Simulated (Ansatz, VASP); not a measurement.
**Two plane-wave programs on Ti**

```
CELL_PARAMETERS angstrom
-1.64100 1.64100 1.64100
1.64100 -1.64100 1.64100
1.64100 1.64100 -1.64100
ATOMIC_POSITIONS crystal
Ti 0.00000 0.00000 0.00000
```

Alike in both runs: task relaxation of cell and atoms; functional LDA; k mesh 13 × 13 × 13; occupations fermi-dirac, width 0.1 eV; no spin polarisation.

```csv
,VASP,Ansatz
version,VASP 6.6.1,Ansatz 0.2.0
potentials or method,"VASP PAW LDA potentials, release 64 (Ti_sv), cutoff 600 eV","plane waves, PAW"
valence electrons in the cell,12,12
```

|  | VASP | Ansatz | Ansatz less VASP |
| --- | --- | --- | --- |
| gap on the k mesh at the Fermi level, each at its own relaxed structure (eV) | none | none | - |
| relaxed volume (Å³/atom) | 15.89 | 15.91 | +0.024 |
| relaxed cell length with the largest relative difference (Å) | 2.743 | 2.744 | +0.0014 |

LDA's correlation is that of Perdew and Zunger in VASP and of Perdew and Wang (1992) in Ansatz. A gap of «none» marks a metal or a gap that the smearing closes.
